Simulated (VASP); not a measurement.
Set up this calculation in VASP 6.6.1, as the native input.

| Quantity | Value |
| --- | --- |
| Task | single point |
| Functional | RPBE |
| Potentials or basis | VASP PAW PBE potentials, release 64 (La) |
| Cutoff | 520 eV |
| k mesh | 10 × 10 × 10 |
| Occupations | fermi-dirac, width 0.1 eV |
| Spin | no spin polarisation |
| Dipole correction | no |
| Further INCAR settings | ALGO = Normal; EDIFF = 1e-06; NBANDS = 12 |

The structure of La lies in POSCAR:

```
La
1.0
    0.0000000000      2.6963037941      2.6963037941
    2.6963037941      0.0000000000      2.6963037941
    2.6963037941      2.6963037941      0.0000000000
La
1
Direct
    0.0000000000      0.0000000000      0.0000000000
```

These files were run (other wordings do the same):

INCAR

```
  ALGO = Normal
  EDIFF = 1E-6
  ENCUT = 520
  GGA = RP
  ISIF = 2
  ISMEAR = -1
  LASPH = T
  LCHARG = T
  LELF = T
  LREAL = F
  LVHAR = T
  LWAVE = F
  NBANDS = 12
  NELM = 60
  PREC = Accurate
  SIGMA = 0.1
```

KPOINTS

```
k-points
0
Gamma
  10 10 10
```

Potentials or basis: VASP PAW PBE potentials, release 64 (La).

Command:

```console
$ cat potpaw_PBE.64/La/POTCAR > POTCAR
$ mpirun -np 1 vasp_std > vasp.out
```

It gave:

```yaml
Pressure: 0.1 GPa
```

Caveat: the PAW data sets were made with another functional, which shifts forces and pressure a little.

It used 44 s of CPU time on 1 thread of AMD EPYC 7R13 Processor (Zen 3), with other jobs on the host.
